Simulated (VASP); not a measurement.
CaO, 2 atoms in the cell. Symmetry: Fm-3m, No. 225, cubic system. Conventional cell: a = 4.823 Å, b = 4.823 Å, c = 4.823 Å, α = 90.00°, β = 90.00°, γ = 90.00°. Ca (site symmetry m-3m) has 6 O at 2.41 Å within 3.2 Å. O (site symmetry m-3m) has 6 Ca at 2.41 Å within 3.2 Å. 

- Program: VASP 6.6.1
- Task: single point
- Functional: PBE
- Potentials or basis: VASP PAW PBE potentials, release 64 (Ca_sv, O)
- Cutoff: 600 eV
- k mesh: 4 × 4 × 4
- Occupations: fermi-dirac, width 0.051704 eV
- Spin: collinear spin, zero start
- Starting moments: [0.0, 0.0] μB
- Dipole correction: no
- Further INCAR settings: ALGO = Normal; EDIFF = 1e-06; NBANDS = 19

Potentials or basis: VASP PAW PBE potentials, release 64 (Ca_sv, O).

The run is started by

```bash
$ cat potpaw_PBE.64/Ca_sv/POTCAR potpaw_PBE.64/O/POTCAR > POTCAR
$ mpirun -np 1 vasp_std > vasp.out
```

Hardware: 1 thread of Intel(R) Xeon(R) Platinum 8375C CPU @ 2.90GHz (Ice Lake), on a shared host.

**Question.** How long does it take, and how much memory?

**Answer.** It took 11 s on 1 thread of Intel(R) Xeon(R) Platinum 8375C CPU @ 2.90GHz (Ice Lake) (shared host), peak memory 0.17 GiB. Counts: scf iterations 12, k points 8.
